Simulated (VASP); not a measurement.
Write the native input for VASP 6.6.1 that does the following.

```
Task                   : electric field gradients
Functional             : PBEsol
Potentials or basis    : VASP PAW PBE potentials, release 64 (Zr_sv, H)
Cutoff                 : 520 eV
k mesh                 : 9 × 9 × 6
Occupations            : fermi-dirac, width 0.02 eV
Spin                   : no spin polarisation
Dipole correction      : no
Further INCAR settings : ALGO = Normal; EDIFF = 1e-08; NBANDS = 21
```

The structure of ZrH lies in POSCAR:

```
ZrH
1.0
    3.2427916985      0.0000000000      0.0000000000
    0.0000000000      3.2427916985      0.0000000000
    0.0000000000      0.0000000000      4.9480000000
Zr H
2 2
Direct
    0.0000000000      0.5000000000      0.0000000000
    0.5000000000      0.0000000000      0.5000000000
    0.0000000000      0.0000000000      0.7500000000
    0.0000000000      0.0000000000      0.2500000000
```

These files were run (other wordings do the same):

INCAR

```
SYSTEM = ZrH
ALGO     = Normal         ! electronic algorithm
EDIFF    = 1E-8           ! SCF threshold, eV
ENCUT    = 520            ! plane-wave cutoff, eV
GGA      = PS             ! functional
ISIF     = 2              ! what is computed and relaxed
ISMEAR   = -1             ! smearing method
LASPH    = .TRUE.         ! aspherical terms in the spheres
LCHARG   = .FALSE.        ! write CHGCAR
LEFG     = .TRUE.       
LREAL    = .FALSE.        ! projectors in reciprocal space
LWAVE    = .FALSE.        ! write WAVECAR
NBANDS   = 21             ! bands
NELM     = 100            ! most SCF steps
PREC     = Accurate       ! precision mode
SIGMA    = 0.02           ! smearing width, eV
```

KPOINTS

```
k-points
0
G
  9 9 6
  0 0 0
```

Potentials or basis: VASP PAW PBE potentials, release 64 (Zr_sv, H).

The run is started by

```bash
$ cat potpaw_PBE.64/Zr_sv/POTCAR potpaw_PBE.64/H/POTCAR > POTCAR
$ mpirun -np 1 vasp_std > vasp.out
```

Results of the run:

* Pressure: -2.5 GPa
* Band gap on the k mesh: zero (bands 13 and 14 overlap by 1.03 eV)
* Largest electric field gradient by atom: Zr +78.5; H +0.8 V/Å²

Caveat: without QUAD_EFG the Cq values of the log hold for a quadrupole moment of 1 mb, not for the nuclei; the PAW data sets were made with another functional, which shifts forces and pressure a little.

Wall time 37 s on 1 thread of AMD EPYC 9R14 (Zen 4) (shared host), peak memory 0.16 GiB.
